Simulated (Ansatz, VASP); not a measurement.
# Two plane-wave programs on Os

```
Os
1.0
     4.23277    0.00000    0.00000
    -2.11639    3.66569    0.00000
     0.00000    0.00000    4.83705
Os
4
Cartesian
  0.0000 0.0000 1.2093
  0.0000 0.0000 3.6278
  0.0000 2.4438 3.6278
  2.1164 1.2219 1.2093
```

Alike in both runs: functional PBE; k mesh 6 × 6 × 4; occupations gaussian, width 0.1 eV; no spin polarisation.

Ansatz relaxed the structure, and its values are those at the end. VASP's run is a single point on that final structure, the one shown.

|  | VASP | Ansatz |
| --- | --- | --- |
| version | VASP 6.6.1 | Ansatz 0.2.0 |
| potentials or method | VASP PAW PBE potentials, release 64 (Os), cutoff 520 eV | scalar-relativistic, plane waves, PAW |
| valence electrons in the cell | 32 | 64 |

|  | VASP | Ansatz | Ansatz less VASP |
| --- | --- | --- | --- |
| gap on the k mesh at the Fermi level (eV) | none | none | - |
| pressure (GPa) | -0.7 | 0.0 | +0.66 |

A gap of «none» marks a metal or a gap that the smearing closes. VASP's potentials hold 32 valence electrons a cell and Ansatz's 64, so a difference there can come from the potentials and not from the codes.

Spin-orbit coupling is off throughout.
